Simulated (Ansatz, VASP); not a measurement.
## TiVC4N4 in VASP and in Ansatz

File INCAR:

```
PREC = Accurate
ENCUT = 520
EDIFF = 1E-6
ISMEAR = 0
SIGMA = 0.1
LREAL = F
LASPH = T
NELM = 150
ALGO = Normal
ISIF = 2
LWAVE = F
LCHARG = F
ISPIN = 2
MAGMOM = 1 2 0 0 0 0 0 0 0 0
LORBIT = 11
LMAXMIX = 4
GGA = PE
NBANDS = 46
```

Contents of KPOINTS:

```
Automatic mesh
0
Gamma
  4 4 4
```

POSCAR

```
TiVC4N4
1.0
    5.9068706000      0.0000000000      0.0000000000
    0.0000000000      5.9068706000      0.0000000000
    0.0000000000      0.0000000000      5.9068706000
Ti V C N
1 1 4 4
Direct
    0.0000000000      0.0000000000      0.0000000000
    0.5000000000      0.5000000000      0.5000000000
    0.1894243000      0.1894243000      0.1894243000
    0.1894243000      0.8105757000      0.8105757000
    0.8105757000      0.1894243000      0.8105757000
    0.8105757000      0.8105757000      0.1894243000
    0.3037826200      0.3037826200      0.3037826200
    0.3037826200      0.6962173800      0.6962173800
    0.6962173800      0.3037826200      0.6962173800
    0.6962173800      0.6962173800      0.3037826200
```

Input for Ansatz:

```yaml
crystal:
  lattice:
    - [5.9068706, 0.0, 0.0]
    - [0.0, 5.9068706, 0.0]
    - [0.0, 0.0, 5.9068706]
  atoms:
    - { symbol: Ti, position: [0.0, 0.0, 0.0], spin: 1.0 }
    - { symbol: V, position: [0.5, 0.5, 0.5], spin: 2.0 }
    - { symbol: C, position: [0.1894243, 0.1894243, 0.1894243] }
    - { symbol: C, position: [0.1894243, 0.8105757, 0.8105757] }
    - { symbol: C, position: [0.8105757, 0.1894243, 0.8105757] }
    - { symbol: C, position: [0.8105757, 0.8105757, 0.1894243] }
    - { symbol: "N", position: [0.30378262, 0.30378262, 0.30378262] }
    - { symbol: "N", position: [0.30378262, 0.69621738, 0.69621738] }
    - { symbol: "N", position: [0.69621738, 0.30378262, 0.69621738] }
    - { symbol: "N", position: [0.69621738, 0.69621738, 0.30378262] }
basis:
  ecutwfc: 420
kpoints:
  mp_grid: { grid: [4, 4, 4] }
hamiltonian:
  xc: pbe
scf:
  occupations: { method: gaussian, width: 0.1 }
  lower_state_search: "off"
output:
  forces: true
  stress: true
  eigenvalues: true
  populations: true
magnetization:
  spin_polarized: true
```

Alike in both runs: task single point; functional PBE; k mesh 4 × 4 × 4; occupations gaussian, width 0.1 eV; collinear spin.

|  | VASP | Ansatz |
| --- | --- | --- |
| version | VASP 6.6.1 | Ansatz 0.2.0 |
| potentials or method | VASP PAW PBE potentials, release 64 (Ti_sv, V_sv, C, N), cutoff 520 eV | scalar-relativistic, plane waves, PAW |
| valence electrons in the cell | 61 | 61 |

VASP gave:

| Quantity | Value |
| --- | --- |
| gap on the k mesh at the Fermi level (eV) | none |
| pressure (GPa) | 4.2 |
| rms of the force components (eV/Å) | 1.479 |
| net moment per atom (μB) | 0.00 |
| size of the moment on the site where the two differ most (μB) | 0.00 |

Question: What did Ansatz give for the same quantities?

Answer: gap on the k mesh at the Fermi level (eV): none; pressure (GPa): 5.1; rms of the force components (eV/Å): 1.119; net moment per atom (μB): 0.13; size of the moment on the site where the two differ most (μB): 1.37.

The net moments are unlike, so the other rows may belong to different states. Site moments also hang on the region over which each program counts them. Atom by atom the forces differ by 0.455 eV/Å (rms over components). A gap of «none» marks a metal or a gap that the smearing closes. Ansatz's warnings: seeded moment not kept.

Noted on VASP's run: the standard files for N, O and F lose accuracy on very short bonds.
